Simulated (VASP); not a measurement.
The system is Ti.

```
Ti
1.0
    -1.64100    1.64100    1.64100
     1.64100   -1.64100    1.64100
     1.64100    1.64100   -1.64100
Ti
1
Cartesian
  0.0000 0.0000 0.0000
```

| Quantity | Value |
| --- | --- |
| Program | VASP 6.6.1 |
| Task | relaxation of cell and atoms |
| Functional | revPBE |
| Dispersion | D3(BJ) |
| Potentials or basis | VASP PAW PBE potentials, release 64 (Ti_sv) |
| Cutoff | 600 eV |
| k mesh | 11 × 11 × 11 |
| Occupations | fermi-dirac, width 0.05 eV |
| Spin | no spin polarisation |

At the start: pressure -10.9 GPa; volume 17.68 Å³/atom.

Task: How do energy, volume and symmetry change on relaxing?

Result: Over 3 steps the energy falls by 71.2 meV/atom and the volume is 15.77 Å³/atom (-10.8 %); space group Im-3m (No. 229, to 0.05 Å).

Step by step:
| step | energy change (eV) | largest force (eV/Å) | pressure (GPa) | volume (Å³) |
| --- | --- | --- | --- | --- |
| 1 | 0.0000 | 0.0000 | -10.94 | 17.68 |
| 2 | -0.0456 | 0.0000 | 8.59 | 14.76 |
| 3 | -0.0712 | 0.0000 | -0.01 | 15.77 |

Final structure:
```
CELL_PARAMETERS angstrom
-1.57977 1.57977 1.57977
1.57977 -1.57977 1.57977
1.57977 1.57977 -1.57977
ATOMIC_POSITIONS crystal
Ti 0.00000 0.00000 0.00000
```

Caveat: the PAW data sets were made with another functional, which shifts forces and pressure a little; the volume moved by -11 % from the deposited cell, more than functionals usually miss; pairwise dispersion overbinds metals, which lowers pressure and volume.
